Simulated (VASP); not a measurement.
Runs of VASP 6.6.1 on SbSe2. The structure is that of space group F-43m (No. 216), or close to it. The cells are those of the table. 

```csv
task,cell,k mesh,cutoff (eV),gap on the mesh (eV),pressure (GPa),relaxed volume (Å³/atom)
relaxation of cell and atoms,"relaxed from a = 5.151 Å, angles 60.0°, 3 atoms",4 × 4 × 4,600,none,0.1,(a)
single point,"a = 4.845 Å, angles 60.0°, 3 atoms",4 × 4 × 4,520,none,-0.1,-
single point,"a = 4.859 Å, angles 60.0°, 3 atoms",12 × 12 × 12,520,none,-0.1,-
single point,"a = 5.151 Å, angles 60.0°, 3 atoms",4 × 4 × 4,520,none,-6.3,-
relaxation of cell and atoms,"relaxed from a = 4.845 Å, angles 60.0°, 3 atoms",12 × 12 × 12,600,none,0.0,27.00
```

Alike in all rows: level PBE; potentials or basis VASP PAW PBE potentials, release 64 (Sb, Se); no spin polarisation; smearing gaussian 0.1 eV.

Task: Fill in the values left out.

Result: (a) 26.67.

Caveats: some runs use coarse meshes; spin-orbit coupling is left out, which moves the levels of the heavy elements; the volume moved by over 15 % at a fixed basis, so the end points are rough (some runs).

A k mesh can miss the band edges, and the runs leave out spin-orbit coupling on Sb, Se.

A gap of «none» marks levels without a gap at the run's occupations.
